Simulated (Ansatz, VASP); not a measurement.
**Two plane-wave programs on Ga**

```
Ga
1.0
     2.21789   -3.74191    0.00000
     2.21789    3.74191    0.00000
     0.00000    0.00000    4.42496
Ga
4
Direct
  0.84436 0.15564 0.08594
  0.65564 0.34436 0.58594
  0.15564 0.84436 0.91406
  0.34436 0.65564 0.41406
```

Alike in both runs: task single point; functional LDA; k mesh 8 × 8 × 7; occupations fermi-dirac, width 0.6 eV; no spin polarisation.

|  | VASP | Ansatz |
| --- | --- | --- |
| version | VASP 6.6.1 | Ansatz 0.2.0 |
| potentials or method | VASP PAW LDA potentials, release 64 (Ga_d), cutoff 520 eV | plane waves (420 eV) with PAW, scalar-relativistic |
| valence electrons in the cell | 52 | 52 |

Ansatz gave:

```
pressure (GPa)                                                : 2.2
traceless stress, the component that is largest in VASP (GPa) : 0.36
```

Question: Which values does VASP return?

Answer: Pressure (GPa): 2.4; traceless stress, the component that is largest in VASP (GPa): 0.36.

Ansatz warns that its potentials were made for another functional, while VASP's fit it. LDA's correlation is that of Perdew and Zunger in VASP and of Perdew and Wang (1992) in Ansatz.
